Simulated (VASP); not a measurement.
# Rh (P6_3/mmc) in VASP: notebook

Rh is run at these levels: PBE, BLYP, PBE+U; tasks: single point.

All numbers are computed with VASP 6.6.1; they aren't measurements. Logs are shortened: lines on timing, memory, paths and dates and some standing lists are left out, and cuts for length are marked.

## 1. The cell of the first run

Symmetry: P6_3/mmc, No. 194, hexagonal system. The conventional cell has a = 2.731 Å, b = 2.731 Å, c = 4.428 Å, α = 90.00°, β = 90.00°, γ = 120.00°. Within 3.6 Å of Rh (site symmetry -6m2) lie 12 Rh at 2.72 to 2.73 Å.

## 2. Single point, PBE, collinear spin, ferromagnetic start

Input file INCAR:

```
SYSTEM = Rh
PREC     = Accurate       ! precision mode
ENCUT    = 500            ! plane-wave cutoff, eV
EDIFF    = 1E-6           ! SCF threshold, eV
ISMEAR   = 0              ! smearing method
SIGMA    = 0.1            ! smearing width, eV
LREAL    = .False.        ! projectors in reciprocal space
LASPH    = .True.         ! aspherical terms in the spheres
NELM     = 200            ! most SCF steps
ALGO     = Normal         ! electronic algorithm
ISIF     = 2              ! what is computed and relaxed
LWAVE    = .False.        ! write WAVECAR
LCHARG   = .False.        ! write CHGCAR
ISPIN    = 2              ! spin polarisation
MAGMOM   = 1.58 1.58      ! initial moments
LORBIT   = 11             ! projections on sites
LMAXMIX  = 4              ! l up to which the mixer works
GGA      = PE             ! functional
NBANDS   = 26             ! bands
GGA_COMPAT= .False.
```

Input file KPOINTS:

```
regular mesh
0
Gamma
  2 2 4
  0 0 0
```

Input file POSCAR:

```
Rh
1.0
    2.7309790422      0.0000000000      0.0000000000
   -1.3654895211      2.3650972278      0.0000000000
    0.0000000000      0.0000000000      4.4284890000
Rh
2
Direct
    0.6666666667      0.3333333333      0.7500000000
    0.3333333333      0.6666666667      0.2500000000
```

Potentials or basis: VASP PAW PBE potentials, release 64 (Rh_pv).

On the command line:

```console
$ cat potpaw_PBE.64/Rh_pv/POTCAR > POTCAR
$ mpirun -np 1 vasp_std > vasp.out
```

OUTCAR:

```text
SYSTEM = Rh
   PREC = Accurate
   ENCUT = 500
   EDIFF = 1E-6
   ISMEAR = 0
   LREAL = .False.
   LASPH = .True.
   NELM = 200
   ISIF = 2
   ISPIN = 2
   LORBIT = 11
   GGA = PE

 ion  position               nearest neighbor table
   1  0.667  0.333  0.750-   2 2.72   2 2.72   2 2.72   2 2.72   2 2.72   2 2.72
   2  0.333  0.667  0.250-   1 2.72   1 2.72   1 2.72   1 2.72   1 2.72   1 2.72

  LATTYP: Found a hexagonal cell.
 ALAT       =     2.7309790422
 C/A-ratio  =     1.6215756077

  Lattice vectors:

 A1 = (   2.7309790422,   0.0000000000,   0.0000000000)
 A2 = (  -1.3654895211,   2.3650972278,   0.0000000000)
 A3 = (   0.0000000000,   0.0000000000,   4.4284890000)

Analysis of symmetry for initial positions (statically):
=====================================================================
 Subroutine PRICEL returns:
 Original cell was already a primitive cell.

 Routine SETGRP: Setting up the symmetry group for a
 hexagonal supercell.

 Subroutine GETGRP returns: Found 24 space group operations
 (whereof 12 operations were pure point group operations)
 out of a pool of 24 trial point group operations.

The static configuration has the point symmetry D_3d.
 The point group associated with its full space group is D_6h.

Analysis of symmetry for dynamics (positions and initial velocities):
=====================================================================
 Subroutine PRICEL returns:
 Original cell was already a primitive cell.

 Routine SETGRP: Setting up the symmetry group for a
 hexagonal supercell.

 Subroutine GETGRP returns: Found 24 space group operations
 (whereof 12 operations were pure point group operations)
 out of a pool of 24 trial point group operations.

The dynamic configuration has the point symmetry D_3d.
 The point group associated with its full space group is D_6h.

Analysis of structural, dynamic, and magnetic symmetry:
=====================================================================
 Subroutine PRICEL returns:
 Original cell was already a primitive cell.

 Routine SETGRP: Setting up the symmetry group for a
 hexagonal supercell.

 Subroutine GETGRP returns: Found 24 space group operations
 (whereof 12 operations were pure point group operations)
 out of a pool of 24 trial point group operations.

The overall configuration has the point symmetry D_3d.
 The point group associated with its full space group is D_6h.

 Subroutine INISYM returns: Found 24 space group operations
 (whereof 12 operations are pure point group operations),
 and found     1 'primitive' translations

[... 96 lines left out ...]
  volume/ion in A,a.u.               =      14.30        96.51
  Fermi-wavevector in a.u.,A,eV,Ry     =   1.663314  3.143208 37.642066  2.766614
  Thomas-Fermi vector in A             =   2.750053
   LORBIT       =     11    0 simple, 1 ext, 2 COOP (PROOUT), +10 PAW based schemes
   GGA     = PE    functional components
   LHFCALC =     F    Hartree Fock is set to
   AEXX    =    0.0000 exact exchange contribution
   IVDW    =     0    specifies the selected vdW correction
   LEPSILON=     F    determine dielectric tensor
   LRPA    =     F    only Hartree local field effects (RPA)
 spin polarized calculation
 Gauss-broadening in eV      SIGMA  =   0.10
  energy-cutoff  :      500.00
  volume of cell :       28.60
 maximum number of plane-waves:       736
 NGX is ok and might be reduce to    20
   NGX =  9   NGY =  9   NGZ = 17

 number of electron      30.0000011 magnetization       2.8625868

 Free energy of the ion-electron system (eV)
  ---------------------------------------------------
  ext. energy  EPLUGINS =         0.00000000
  ---------------------------------------------------
  free energy    TOTEN  =       -11.99936856 eV

  energy without entropy =      -11.98256115  energy(sigma->0) =      -11.99096485

 E-fermi :  11.8902     XC(G=0): -13.7029

 val. band max:       11.7613116229   @ k =   0.5000  -0.0000   0.0000
 cond. band min:      11.9022996391   @ k =   0.0000   0.0000   0.5000
 fundamental gap:      0.1409880163
 Fermi energy:        11.8902194450

 spin component 1

 k-point     1 :       0.0000    0.0000    0.0000
  band No.  band energies     occupation
      1     -35.4925      1.00000
      2     -35.4379      1.00000
      3     -35.4379      1.00000
      4     -35.3464      1.00000
      5     -35.3464      1.00000
      6     -34.8358      1.00000
[... 163 lines left out ...]
     25      31.8265      0.00000
     26      31.8268      0.00000
 Fermi energy:        11.8902194450

 spin component 2

 k-point     1 :       0.0000    0.0000    0.0000
  band No.  band energies     occupation
      1     -34.5482      1.00000
      2     -34.1052      1.00000
      3     -34.1052      1.00000
      4     -34.0102      1.00000
      5     -34.0102      1.00000
      6     -33.8714      1.00000
[... 163 lines left out ...]
     25      32.4249      0.00000
     26      32.4249      0.00000

------------------------ aborting loop because EDIFF is reached ----------------------------------------

  FORCE on cell =-STRESS in cart. coord.  units (eV):
  Direction    XX          YY          ZZ          XY          YZ          ZX
  --------------------------------------------------------------------------------------
  -------------------------------------------------------------------------------------
  Total        5.0948426      5.0948426      3.4791315      0.0000000      0.0000000      0.0000000
  in kB      285.3766357    285.3766358    194.8760581      0.0000000      0.0000000      0.0000000
  external PRESSURE =     255.2097766 kB  Pullay stress =       0.0000000 kB

 VOLUME and BASIS-vectors are now :
 -----------------------------------------------------------------------------
  energy-cutoff  :      500.00
  volume of cell :       28.60
      direct lattice vectors                 reciprocal lattice vectors
     2.730979042  0.000000000  0.000000000     0.366169049  0.211407799  0.000000000
    -1.365489521  2.365097228  0.000000000     0.000000000  0.422815599  0.000000000
     0.000000000  0.000000000  4.428489000     0.000000000  0.000000000  0.225810655

 POSITION                                       TOTAL-FORCE (eV/Angst)
 -----------------------------------------------------------------------------------
      1.36549      0.78837      3.32137        -0.000000     -0.000000      0.000000
     -0.00000      1.57673      1.10712         0.000000      0.000000      0.000000
 -----------------------------------------------------------------------------------
    total drift:                               -0.000000      0.000000     -0.000000

  FREE ENERGIE OF THE ION-ELECTRON SYSTEM (eV)
  ---------------------------------------------------
  free  energy   TOTEN  =       -11.9993685565 eV

  energy  without entropy=      -11.9825611464  energy(sigma->0) =      -11.99096485

 total charge

# of ion       s       p       d       tot
------------------------------------------
    1        0.380   6.246   7.185  13.812
    2        0.380   6.246   7.185  13.812
--------------------------------------------------
tot          0.760  12.493  14.371  27.624

 magnetization (x)

# of ion       s       p       d       tot
------------------------------------------
    1       -0.006  -0.002   1.451   1.443
    2       -0.006  -0.002   1.451   1.443
--------------------------------------------------
tot         -0.011  -0.004   2.902   2.887
```

stdout:

```text
POSCAR found type information on POSCAR Rh
 POSCAR found :  1 types and       2 ions
 scaLAPACK will be used
 LDA part: xc-table for (Slater+PW92), standard interpolation
 POSCAR, INCAR and KPOINTS ok, starting setup
 FFT: planning ... GRIDC
 FFT: planning ... GRID_SOFT
 FFT: planning ... GRID
 WAVECAR not read
 entering main loop
```

Run time: 14 s. Hardware: 1 thread of Intel Xeon Platinum 8375C at 2.90GHz (Ice Lake), shared host; peak memory 0.14 GiB.

What came out:

```yaml
Free_energy: -11.9994 eV
Pressure: 25.5 GPa
Net_moment: 2.86 μB per cell
Site_moments: Rh +1.44 μB
Valence_electrons_inside_the_program's_atomic_spheres: Rh 13.81
```

Caveat: the k points lie up to 1.33 Å⁻¹ apart.

## 3. Single point, PBE, collinear spin, ferromagnetic start

Input file INCAR:

```
PREC = Accurate
ENCUT = 500
EDIFF = 1E-6
ISMEAR = 0
SIGMA = 0.1
LREAL = False
LASPH = True
NELM = 200
ALGO = Normal
ISIF = 2
LWAVE = False
LCHARG = False
ISPIN = 2
MAGMOM = 1.28 1.28
LORBIT = 11
LMAXMIX = 4
GGA = PE
NBANDS = 26
GGA_COMPAT = False
```

Input file KPOINTS:

```
regular mesh
0
Gamma
  3 3 2
```

POSCAR is that of step 2.

Potentials or basis: VASP PAW PBE potentials, release 64 (Rh_pv).

On the command line:

```console
$ cat potpaw_PBE.64/Rh_pv/POTCAR > POTCAR
$ mpirun -np 1 vasp_std > vasp.out
```

Wall time 17 s (1 thread of Intel Xeon Platinum 8375C at 2.90GHz (Ice Lake), shared host); peak memory 0.14 GiB.

The run converged. Its results:

* Free energy: -13.5803 eV
* Pressure: 9.2 GPa
* Net moment: 2.36 μB per cell
* Site moments: Rh +1.18 μB
* Valence electrons inside the program's atomic spheres: Rh 13.72

Stress tensor (GPa, compression positive):
```
 22.55   0.00   0.00
  0.00  22.55   0.00
  0.00   0.00 -17.53
```

Levels at points of the mesh, in eV from the Fermi level:
Spin up:
| k point | band 13 | band 14 | band 15 | band 16 | band 17 | band 18 | band 19 | band 20 |
| --- | --- | --- | --- | --- | --- | --- | --- | --- |
| (0.00, 0.00, 0.00) | -2.80 | -2.14 | -2.14 | -0.25 | -0.25 | 0.69 | 7.91 | 15.81 |
| (0.00, 0.00, 0.50) | -3.35 | -3.35 | -0.81 | -0.81 | -0.81 | -0.81 | 14.50 | 14.50 |
Spin down:
```
           k point  band 10  band 11  band 12  band 13  band 14  band 15  band 16  band 17  band 18  band 19
(0.00, 0.00, 0.00)    -2.31    -2.31    -1.80    -1.80    -1.44    -1.44     0.51     0.51     0.69     8.52
(0.00, 0.00, 0.50)    -2.79    -2.45    -2.45    -2.45    -2.45     0.01     0.01     0.01     0.01    14.75
```

Caveat: the k points lie up to 0.89 Å⁻¹ apart.

## 4. Single point, BLYP, collinear spin, ferromagnetic start

Input file INCAR:

```
SYSTEM = Rh
  AGGAC = 1.0
  AGGAX = 1.0
  ALDAC = 0.0
  ALDAX = 1.0
  ALGO = Normal
  EDIFF = 1E-6
  ENCUT = 500
  GGA = B5
  GGA_COMPAT = .False.
  ISIF = 2
  ISMEAR = -4
  ISPIN = 2
  LASPH = .True.
  LCHARG = .False.
  LMAXMIX = 4
  LORBIT = 11
  LREAL = .False.
  LWAVE = .False.
  MAGMOM = -2 -2
  NBANDS = 26
  NELM = 200
  PREC = Accurate
  SIGMA = 0.1
```

Input file KPOINTS:

```
k-points
0
Gamma
  4 4 2
  0 0 0
```

POSCAR is that of step 3.

Potentials or basis: VASP PAW PBE potentials, release 64 (Rh_pv).

On the command line:

```console
$ cat potpaw_PBE.64/Rh_pv/POTCAR > POTCAR
$ mpirun -np 1 vasp_std > vasp.out
```

OUTCAR:

```text
SYSTEM = Rh
   EDIFF = 1E-6
   ENCUT = 500
   GGA = B5
   ISIF = 2
   ISMEAR = -4
   ISPIN = 2
   LASPH = .True.
   LORBIT = 11
   LREAL = .False.
   NELM = 200
   PREC = Accurate

 ion  position               nearest neighbor table
   1  0.667  0.333  0.750-   2 2.72   2 2.72   2 2.72   2 2.72   2 2.72   2 2.72
   2  0.333  0.667  0.250-   1 2.72   1 2.72   1 2.72   1 2.72   1 2.72   1 2.72

  LATTYP: Found a hexagonal cell.
 ALAT       =     2.7309790422
 C/A-ratio  =     1.6215756077

  Lattice vectors:

 A1 = (   2.7309790422,   0.0000000000,   0.0000000000)
 A2 = (  -1.3654895211,   2.3650972278,   0.0000000000)
 A3 = (   0.0000000000,   0.0000000000,   4.4284890000)

Analysis of symmetry for initial positions (statically):
=====================================================================
 Subroutine PRICEL returns:
 Original cell was already a primitive cell.

 Routine SETGRP: Setting up the symmetry group for a
 hexagonal supercell.

 Subroutine GETGRP returns: Found 24 space group operations
 (whereof 12 operations were pure point group operations)
[... 642 lines left out ...]
     25      32.2575      0.00000
     26      32.2575      0.00000

------------------------ aborting loop because EDIFF is reached ----------------------------------------

  FORCE on cell =-STRESS in cart. coord.  units (eV):
  Direction    XX          YY          ZZ          XY          YZ          ZX
  --------------------------------------------------------------------------------------
  -------------------------------------------------------------------------------------
  Total        2.3249065      2.3249065      1.2723615     -0.0000000      0.0000000      0.0000000
  in kB      130.2246335    130.2246335     71.2685896     -0.0000000      0.0000000      0.0000000
  external PRESSURE =     110.5726188 kB  Pullay stress =       0.0000000 kB

 VOLUME and BASIS-vectors are now :
 -----------------------------------------------------------------------------
  energy-cutoff  :      500.00
  volume of cell :       28.60
      direct lattice vectors                 reciprocal lattice vectors
     2.730979042  0.000000000  0.000000000     0.366169049  0.211407799  0.000000000
    -1.365489521  2.365097228  0.000000000     0.000000000  0.422815599  0.000000000
     0.000000000  0.000000000  4.428489000     0.000000000  0.000000000  0.225810655

 POSITION                                       TOTAL-FORCE (eV/Angst)
 -----------------------------------------------------------------------------------
      1.36549      0.78837      3.32137        -0.000000      0.000000      0.000000
     -0.00000      1.57673      1.10712         0.000000     -0.000000      0.000000
 -----------------------------------------------------------------------------------
    total drift:                               -0.000000      0.000000     -0.000000

  FREE ENERGIE OF THE ION-ELECTRON SYSTEM (eV)
  ---------------------------------------------------
  free  energy   TOTEN  =       -12.1562481726 eV

  energy  without entropy=      -12.1562481726  energy(sigma->0) =      -12.15624817

 total charge

# of ion       s       p       d       tot
------------------------------------------
    1        0.384   6.256   7.136  13.777
    2        0.384   6.256   7.136  13.777
--------------------------------------------------
tot          0.769  12.512  14.273  27.553

 magnetization (x)

# of ion       s       p       d       tot
------------------------------------------
    1        0.000   0.000  -0.000  -0.000
    2        0.000   0.000  -0.000  -0.000
--------------------------------------------------
tot          0.000   0.000  -0.000  -0.000
```

Run time: 29 s. Hardware: 1 thread of Intel Xeon Platinum 8375C at 2.90GHz (Ice Lake), shared host; peak memory 0.14 GiB.

Results:

* Free energy: -12.1562 eV
* Pressure: 11.1 GPa
* Band gap on the k mesh: zero (filled and empty bands overlap)
* Net moment: 0.00 μB per cell
* Valence electrons inside the program's atomic spheres: Rh 13.78

Stress tensor (GPa, compression positive):
```
13.02  0.00  0.00
 0.00 13.02  0.00
 0.00  0.00  7.13
```

Levels at points of the mesh, in eV from the Fermi level:
Spin up:
| k point | band 12 | band 13 | band 14 | band 15 | band 16 | band 17 |
| --- | --- | --- | --- | --- | --- | --- |
| (0.00, 0.00, 0.00) | -2.36 | -2.36 | -1.84 | -1.84 | 0.08 | 0.08 |
| (0.50, 0.00, 0.00) | -2.15 | -1.94 | 0.43 | 0.53 | 0.71 | 3.03 |
| (0.00, 0.00, 0.50) | -2.95 | -2.95 | -2.95 | -0.46 | -0.46 | -0.46 |
| (0.50, 0.00, 0.50) | -1.61 | -0.27 | -0.27 | 0.60 | 0.60 | 2.78 |
Spin down:
```csv
k point,band 10,band 11,band 12,band 13,band 14,band 15,band 16,band 17,band 18,band 19
"(0.00, 0.00, 0.00)",-2.84,-2.84,-2.36,-2.36,-1.85,-1.85,0.08,0.08,0.95,8.22
"(0.50, 0.00, 0.00)",-3.13,-2.58,-2.15,-1.94,0.43,0.53,0.71,3.03,5.05,10.13
"(0.00, 0.00, 0.50)",-3.04,-2.95,-2.95,-2.95,-2.95,-0.46,-0.46,-0.46,-0.46,14.88
"(0.50, 0.00, 0.50)",-4.51,-1.61,-1.61,-0.27,-0.27,0.60,0.60,2.78,2.78,9.01
```

Caveat: the k points lie up to 0.71 Å⁻¹ apart; the PAW data sets were made with another functional, which shifts forces and pressure a little.

## 5. Single point, PBE+U

Input file INCAR:

```
SYSTEM = Rh
PREC = Accurate ; ENCUT = 500
EDIFF = 1E-6 ; ISMEAR = 0
SIGMA = 0.1 ; LREAL = .False.
LASPH = .True. ; NELM = 200
ALGO = Normal ; ISIF = 2
LWAVE = .False. ; LCHARG = .False.
LMAXMIX = 4 ; LDAU = .True.
LDAUTYPE = 1 ; LDAUL = 2
LDAUU = 8.7 ; LDAUJ = 0.41
LDAUPRINT = 1 ; GGA = PE
NBANDS = 22 ; GGA_COMPAT = .False.
```

Input file KPOINTS:

```
regular mesh
0
Gamma
  6 6 4
  0 0 0
```

POSCAR is that of step 4.

On the command line:

```console
$ cat potpaw_PBE.64/Rh_pv/POTCAR > POTCAR
$ mpirun -np 1 vasp_std > vasp.out
```

Wall time 16 s (1 thread of Intel Xeon Platinum 8375C at 2.90GHz (Ice Lake), shared host); peak memory 0.13 GiB.

The run converged. Its results:

| Quantity | Value |
| --- | --- |
| Free energy | 2.0518 eV |
| Pressure | -17.9 GPa |
| Band gap on the k mesh | zero (band 15 reaches 10.36 eV, above the bottom of band 16 at 8.41 eV) |

Stress tensor (GPa, compression positive):
```
-15.39   0.00   0.00
  0.00 -15.39   0.00
  0.00   0.00 -22.93
```

Levels at points of the mesh, in eV from the Fermi level:
| k point | band 11 | band 12 | band 13 | band 14 | band 15 | band 16 | band 17 | band 18 | band 19 | band 20 |
| --- | --- | --- | --- | --- | --- | --- | --- | --- | --- | --- |
| (0.00, 0.00, 0.00) | -2.91 | -2.47 | -2.47 | -1.75 | -1.75 | 0.19 | 0.19 | 2.29 | 9.23 | 17.41 |
| (0.50, 0.00, 0.00) | -2.35 | -1.97 | -1.36 | 0.32 | 0.60 | 0.62 | 3.80 | 6.02 | 11.49 | 11.71 |
| (0.00, 0.00, 0.50) | -3.03 | -3.03 | -2.42 | -2.42 | -0.39 | -0.39 | -0.39 | -0.39 | 15.84 | 15.84 |
| (0.50, 0.00, 0.50) | -1.49 | -1.49 | 0.00 | 0.00 | 0.49 | 0.49 | 3.96 | 3.96 | 10.02 | 10.02 |

Eigenvalues of the final occupation matrices:
```tsv
site	spin	trace	eigenvalues
site 1 d	1	3.73	0.73 0.73 0.73 0.77 0.77
site 1 d	2	3.73	0.73 0.73 0.73 0.77 0.77
site 2 d	1	3.73	0.73 0.73 0.73 0.77 0.77
site 2 d	2	3.73	0.73 0.73 0.73 0.77 0.77
```

Caveat: the k points lie up to 0.44 Å⁻¹ apart; U without spin polarisation on a metal has little footing; the U is typed as a test and isn't derived for this compound.

## 6. The runs side by side

```tsv
level	spin	U	k mesh	smearing	LDAUTYPE	hund's J	gap on the mesh (eV)	pressure (GPa)	moment (μB)
PBE	collinear, ferromagnetic start	-	2 × 2 × 4	gaussian 0.1 eV	-	-	none	25.5	2.86
PBE	collinear, ferromagnetic start	-	3 × 3 × 2	gaussian 0.1 eV	-	-	none	9.2	2.36
BLYP	collinear, ferromagnetic start	-	4 × 4 × 2	tetrahedron	-	-	none	11.1	0.00
PBE+U	off	Rh d U = 8.7 eV, J = 0.41 eV	6 × 6 × 4	gaussian 0.1 eV	1	0.41	none	-17.9	-
```

Alike in all rows: task single point; potentials or basis VASP PAW PBE potentials, release 64 (Rh_pv); cell as given; cutoff (eV) 500.

Caveats: all runs use coarse meshes; the PAW data sets were made with another functional, which shifts forces and pressure a little (some runs); U without spin polarisation on a metal has little footing (some runs); the U is typed as a test and isn't derived for this compound (some runs).

Absolute energies hang on the potentials; compare differences alone.
